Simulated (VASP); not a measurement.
MgZn4O: single point with PBE

MgZn4O:

```
Mg Zn O
1.0
     5.30849    0.00000    0.00000
    -2.65425    4.59729    0.00000
     0.00000    0.00000    3.85144
Mg Zn O
1 4 1
Cartesian
  0.0000 0.0000 0.0000
  2.6542 1.5324 0.0000
  0.0000 4.5562 1.9257
  -1.2916 2.3192 1.9257
  1.2916 2.3192 1.9257
  0.0000 3.0649 0.0000
```

The cell was built from a structure type or drawn by symmetry, and may not be a known phase.

| Item | Value |
| --- | --- |
| Program | VASP 6.6.1 |
| Task | single point |
| Functional | PBE |
| Potentials or basis | VASP PAW PBE potentials, release 64 (Mg_sv, Zn, O) |
| Cutoff | 750 eV |
| k mesh | 4 × 4 × 4 |
| Occupations | gaussian, width 0.2 eV |
| Spin | no spin polarisation |

```json
{
 "Pressure": "0.3 GPa",
 "Largest force": "0.040 eV/Å",
 "Band gap on the k mesh": "zero (bands 32 and 33 overlap by 1.27 eV)"
}
```

Forces in eV/Å, atoms in the order of the input:
```
Mg   0.000  0.000  0.000
Zn   0.000  0.000  0.000
Zn   0.000 -0.040  0.000
Zn   0.035  0.020  0.000
Zn  -0.035  0.020  0.000
O    0.000  0.000  0.000
```

Stress tensor (GPa, compression positive):
```
 0.73  0.00  0.00
 0.00  0.73  0.00
 0.00  0.00 -0.54
```

Levels at points of the mesh, in eV from the Fermi level:
| k point | band 29 | band 30 | band 31 | band 32 | band 33 | band 34 | band 35 | band 36 |
| --- | --- | --- | --- | --- | --- | --- | --- | --- |
| (0.00, 0.00, 0.00) | -3.58 | -1.51 | -1.51 | -1.48 | 1.18 | 2.02 | 2.02 | 2.19 |
| (0.50, 0.00, 0.00) | -3.20 | -2.43 | -1.25 | -0.48 | 2.09 | 3.48 | 4.18 | 4.42 |
| (0.00, 0.00, 0.50) | -3.33 | -3.33 | 0.88 | 0.88 | 1.33 | 1.33 | 1.44 | 1.45 |
| (0.50, 0.00, 0.50) | -3.53 | -2.00 | -1.68 | -0.55 | -0.39 | 1.52 | 1.90 | 3.29 |

Wall time 2.5 min on 1 thread of Intel(R) Xeon(R) Platinum 8375C CPU @ 2.90GHz (Ice Lake), with other jobs on the host, peak memory 0.3 GiB.

Caveat: the k points lie up to 0.41 Å⁻¹ apart, too coarse for converged energies and pressures of a metal.
